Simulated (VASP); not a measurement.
A run of VASP 6.6.1 is set up as follows.

File POSCAR:

```
C
1.0
    1.7890415006      1.7890415006      0.0000000000
   -1.7890415006      1.7890415006      0.0000000000
    0.0000000000      1.7890415006      1.7748003742
C
2
Direct
    0.5000000000      0.5000000000      0.0000000000
    0.7500000000      0.2500000000      0.5000000000
```

INCAR.step1

```
ALGO = Normal
EDIFF = 1E-4
ENCUT = 520
GGA = PE
ISMEAR = 0
LASPH = T
LCHARG = F
LREAL = F
LWAVE = T
NBANDS = 11
NELM = 80
PREC = Accurate
SIGMA = 0.01
```

The input INCAR.step2:

```
ALGO = Normal
EDIFF = 1E-7
ENCUT = 520
ISIF = 2
ISMEAR = 0
ISTART = 1
LASPH = T
LCHARG = F
LMIXTAU = T
LREAL = F
LWAVE = F
METAGGA = R2SCAN
NBANDS = 11
NELM = 80
PREC = Accurate
SIGMA = 0.01
```

File KPOINTS:

```
k-points
0
Gamma
  12 12 12
```

Potentials or basis: VASP PAW PBE potentials, release 64 (C).

Command:

```console
$ cat potpaw_PBE.64/C/POTCAR > POTCAR
$ cp INCAR.step1 INCAR
$ mpirun -np 1 vasp_std > vasp.out
$ cp INCAR.step2 INCAR
$ mpirun -np 1 vasp_std > vasp.out
```

(1) Estimate the pressure.

(2) Estimate the band gap on the k mesh.

## Answers

(1) -2.0 GPa.

(2) 4.13 eV (least direct gap 5.68 eV).

Caveat: the cell differs from its parent crystal (in-plane strain +0.005); the PAW data sets were made with another functional, which shifts forces and pressure a little.
